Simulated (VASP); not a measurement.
In2TeO2:

```
In Te O
1.0
     4.84022    0.00000    0.00000
     0.00000    4.84022    0.00000
     0.00000    0.00000    4.84888
In Te O
2 1 2
Direct
  0.00000 0.00000 0.50000
  0.00000 0.00000 0.00000
  0.50000 0.50000 0.50000
  0.50000 0.50000 0.85081
  0.50000 0.50000 0.14919
```

The cell was built from a structure type or drawn by symmetry, and may not be a known phase.

* Program: VASP 6.6.1
* Task: relaxation of cell and atoms
* Functional: PBE
* Potentials or basis: VASP PAW PBE potentials, release 64 (In_d, Te, O)
* Cutoff: 600 eV
* k mesh: 4 × 4 × 4
* Occupations: gaussian, width 0.1 eV
* Spin: no spin polarisation

At the start: pressure 30.6 GPa; volume 22.72 Å³/atom.

Task: How do energy, volume and symmetry change on relaxing?

Result: Over 30 steps the energy falls by 1260.3 meV/atom and the volume is 23.98 Å³/atom (+5.6 %); space group P4/mmm (No. 123, to 0.1 Å) before and after.

The path:
```csv
step,energy change (eV),largest force (eV/Å),pressure (GPa),volume (Å³)
1,0.0000,7.5087,30.63,113.60
2,-3.2258,7.8987,-5.23,183.52
3,-4.2036,6.6611,-3.93,172.85
4,-4.5332,5.6755,-3.10,167.29
5,-4.7672,4.6645,-2.01,160.14
6,-4.8099,4.5091,-1.65,157.82
7,-4.4116,2.7102,-8.99,155.61
8,-5.1443,0.8937,-5.01,157.23
9,-5.1469,0.6710,-4.84,157.28
10,-5.6587,0.6635,-4.13,140.25
11,-5.4930,0.4213,11.41,95.77
12,-6.0386,0.5797,-2.41,124.65
13,-6.1378,0.4428,2.02,109.22
14,-6.1579,0.5262,-0.30,115.18
15,-6.1622,0.5154,0.17,113.71
16,-6.1624,0.5111,0.44,112.92
17,-6.2101,0.3532,1.35,113.16
18,-6.1386,3.0152,4.35,113.77
19,-6.2345,0.2946,2.19,113.35
20,-6.2372,0.6212,2.57,113.43
21,-6.2476,0.6350,2.49,113.88
22,-6.2670,0.7932,2.27,115.24
23,-6.2358,1.5380,1.79,117.92
24,-6.2677,0.9524,2.19,115.78
25,-6.2836,0.4918,1.64,116.49
26,-6.2937,0.2639,0.69,117.75
27,-6.2966,0.2199,0.54,118.19
28,-6.3013,0.0817,0.09,119.49
29,-6.3016,0.0425,-0.03,119.86
30,-6.3016,0.0379,-0.05,119.91
```

Final structure:
```
In Te O
1.0
     4.07652    0.00000    0.00000
     0.00000    4.07652    0.00000
     0.00000    0.00000    7.21548
In Te O
2 1 2
Direct
  0.00000 0.00000 0.50000
  0.00000 0.00000 0.00000
  0.50000 0.50000 0.50000
  0.50000 0.50000 0.90249
  0.50000 0.50000 0.09751
```

Caveat: a cell axis changed by over 15 % at a fixed basis, so the end point is rough.
